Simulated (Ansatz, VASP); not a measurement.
**Tl: VASP beside Ansatz**

The input INCAR:

```
SYSTEM = Tl
  ALGO = Normal
  EDIFF = 1E-7
  ENCUT = 520
  GGA = RP
  ISIF = 2
  ISMEAR = -1
  LASPH = .True.
  LCHARG = .False.
  LREAL = .False.
  LWAVE = .False.
  NBANDS = 12
  NELM = 60
  PREC = Accurate
  SIGMA = 0.1
```

File KPOINTS:

```
k-points
0
Gamma
  11 11 11
  0 0 0
```

File POSCAR:

```
Tl
1.0
    3.2450199517      0.0000000000      0.0000000000
    0.0000000000      3.2450199517      0.0000000000
    0.0000000000      0.0000000000      3.2450199517
Tl
1
Direct
    0.0000000000      0.0000000000      0.0000000000
```

Input for Ansatz:

```yaml
crystal:
  lattice:
    - [3.2450199517, 0.0, 0.0]
    - [0.0, 3.2450199517, 0.0]
    - [0.0, 0.0, 3.2450199517]
  atoms:
    - { symbol: Tl, position: [0.0, 0.0, 0.0] }
hamiltonian:
  xc: rpbe
  pseudopotentials:
    kind: paw
    azcp:
      Tl: "pseudopotentials/Tl.paw.azcp"
basis:
  ecutwfc: 420
  fft_grid_basis: typed
kpoints:
  mp_grid: { grid: [11, 11, 11], shift: [0, 0, 0] }
magnetization:
  spin_polarized: false
scf:
  occupations: { method: fermi_dirac, width: 0.1 }
  lower_state_search: "off"
output:
  stress: true
```

Alike in both runs: task single point; functional RPBE; k mesh 11 × 11 × 11; occupations fermi-dirac, width 0.1 eV; no spin polarisation.

|  | VASP | Ansatz |
| --- | --- | --- |
| version | VASP 6.6.1 | Ansatz 0.2.0 |
| potentials or method | VASP PAW PBE potentials, release 64 (Tl_d), cutoff 520 eV | plane waves (420 eV) with PAW, scalar-relativistic |
| valence electrons in the cell | 13 | 13 |

```tsv
	VASP	Ansatz	Ansatz less VASP
pressure (GPa)	1.7	1.7	+0.05
```

VASP's potentials were made for PBE, not for RPBE. The functional is the same, so the differences come from potentials, cutoffs and numerics.

Neither program's run includes spin-orbit coupling.
